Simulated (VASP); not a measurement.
Input of a VASP 6.6.1 run:

The input INCAR:

```
SYSTEM = Hf
PREC = Accurate
ENCUT = 500
EDIFF = 1E-6
ISMEAR = 1
SIGMA = 0.1
LREAL = .FALSE.
LASPH = .TRUE.
NELM = 120
ALGO = Normal
ISIF = 2
LWAVE = .FALSE.
LCHARG = .FALSE.
GGA = PS
NBANDS = 11
GGA_COMPAT = .FALSE.
```

Contents of KPOINTS:

```
Automatic mesh
0
G
  7 7 7
  0 0 0
```

The input POSCAR:

```
Hf
1.0
    2.8789860000      0.0108920000      0.0312790000
    0.0108920000      2.8924850000     -0.0036490000
    0.0312790000     -0.0036490000      2.9711840000
Hf
1
Direct
    0.5082420000      0.4985950000      0.5007900000
```

Potentials or basis: VASP PAW PBE potentials, release 64 (Hf_pv).

Launch:

```sh
$ cat potpaw_PBE.64/Hf_pv/POTCAR > POTCAR
$ mpirun -np 1 vasp_std > vasp.out
```

(1) Predict the band gap on the k mesh.

(2) What does it give for the pressure?

Answers

(1) zero (band 5 reaches 4.35 eV, above the bottom of band 6 at 2.24 eV).

(2) -3.9 GPa.

Caveat: the PAW data sets were made with another functional, which shifts forces and pressure a little; spin-orbit coupling is left out, which moves the levels of the heavy elements.
